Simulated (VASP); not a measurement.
Crystal: MgBe2Te3.

```
Mg Be Te
1.0
     5.91086    0.00000    0.00000
    -2.95543    5.11895    0.00000
     0.00000    0.00000    4.15161
Mg Be Te
1 2 3
Cartesian
  0.0000 0.0000 3.6900
  2.9554 1.7063 3.9986
  0.0000 3.4126 3.9986
  1.4777 2.5595 1.9077
  2.9554 0.0000 1.9077
  -1.4777 2.5595 1.9077
```

```yaml
Program: VASP 6.6.1
Task: relaxation of cell and atoms
Functional: PBE
Potentials_or_basis: VASP PAW PBE potentials, release 64 (Mg, Be, Te)
Cutoff: 600 eV
k_mesh: 3 × 3 × 4
Occupations: gaussian, width 0.1 eV
Spin: no spin polarisation
```

At the start: pressure 13.5 GPa; volume 20.94 Å³/atom.

Q: Where does the relaxation end?

A: Over 80 steps the energy falls by 649.8 meV/atom and the volume is 27.52 Å³/atom (+31.4 %); space group P6mm (No. 183, to 0.05 Å).

Step by step:
| step | energy change (eV) | largest force (eV/Å) | pressure (GPa) | volume (Å³) |
| --- | --- | --- | --- | --- |
| 1 | 0.0000 | 0.0386 | 13.46 | 125.62 |
| 3 | -2.2685 | 0.0819 | -3.30 | 160.28 |
| 5 | -2.4747 | 0.0748 | 14.24 | 124.34 |
| 7 | -2.9248 | 0.1059 | 0.56 | 142.78 |
| 9 | -2.9707 | 0.1060 | 1.74 | 140.00 |
| 11 | -2.9812 | 0.1074 | 2.82 | 138.22 |
| 13 | -1.7443 | 0.0144 | 6.33 | 155.47 |
| 15 | -3.4974 | 0.0823 | 1.96 | 147.31 |
| 17 | -3.4957 | 0.0968 | -1.47 | 156.81 |
| 19 | -3.5328 | 0.0878 | -0.11 | 153.22 |
| 21 | -3.5340 | 0.0908 | -0.01 | 152.73 |
| 23 | -3.5402 | 0.1092 | 0.17 | 152.20 |
| 25 | -3.5684 | 0.1570 | 0.95 | 150.08 |
| 27 | -3.5158 | 0.0924 | 4.81 | 141.81 |
| 29 | -3.5964 | 0.1361 | 2.42 | 146.62 |
| 31 | -3.5968 | 0.1356 | 2.42 | 146.60 |
| 33 | -3.5982 | 0.1331 | 2.45 | 146.54 |
| 35 | -3.6033 | 0.1222 | 2.56 | 146.29 |
| 37 | -3.6151 | 0.0962 | 2.99 | 145.30 |
| 39 | -3.6431 | 0.1015 | 2.58 | 146.11 |
| 41 | -3.7094 | 0.1295 | 0.92 | 149.79 |
| 43 | -3.7141 | 0.1399 | 0.52 | 150.91 |
| 45 | -3.7230 | 0.1721 | -0.24 | 154.16 |
| 47 | -3.7254 | 0.1696 | -0.13 | 153.66 |
| 49 | -3.7443 | 0.1888 | -0.23 | 154.50 |
| 51 | -3.8254 | 0.1961 | 0.04 | 157.87 |
| 53 | -3.8647 | 0.0777 | 0.63 | 160.64 |
| 55 | -3.8763 | 0.0788 | 0.54 | 162.41 |
| 57 | -3.8844 | 0.0783 | 0.26 | 165.27 |
| 59 | -3.8869 | 0.0752 | -0.07 | 165.86 |
| 61 | -3.8875 | 0.0727 | 0.02 | 165.47 |
| 63 | -3.8876 | 0.0714 | 0.08 | 165.19 |
| 65 | -3.8883 | 0.0695 | 0.09 | 165.10 |
| 67 | -3.8906 | 0.0606 | 0.12 | 164.70 |
| 69 | -3.8925 | 0.0338 | 0.23 | 163.14 |
| 71 | -3.8942 | 0.0447 | 0.06 | 164.11 |
| 73 | -3.8945 | 0.0587 | -0.05 | 164.51 |
| 75 | -3.8961 | 0.0436 | 0.05 | 164.45 |
| 77 | -3.8966 | 0.0280 | 0.16 | 164.39 |
| 79 | -3.8976 | 0.0217 | 0.13 | 164.68 |
| 80 | -3.8985 | 0.0119 | 0.08 | 165.11 |

Final structure:
```
CELL_PARAMETERS angstrom
7.70764 0.00000 0.00000
-3.85382 6.67501 0.00000
0.00000 0.00000 3.20925
ATOMIC_POSITIONS crystal
Mg 0.00000 0.00000 0.60796
Be 0.66667 0.33333 0.88137
Be 0.33333 0.66667 0.88137
Te 0.50000 0.50000 0.60765
Te 0.50000 0.00000 0.60765
Te 0.00000 0.50000 0.60765
```

Caveat: the k points lie up to 0.49 Å⁻¹ apart in the final cell; the volume moved by over 15 % at a fixed basis, so the end points are rough.
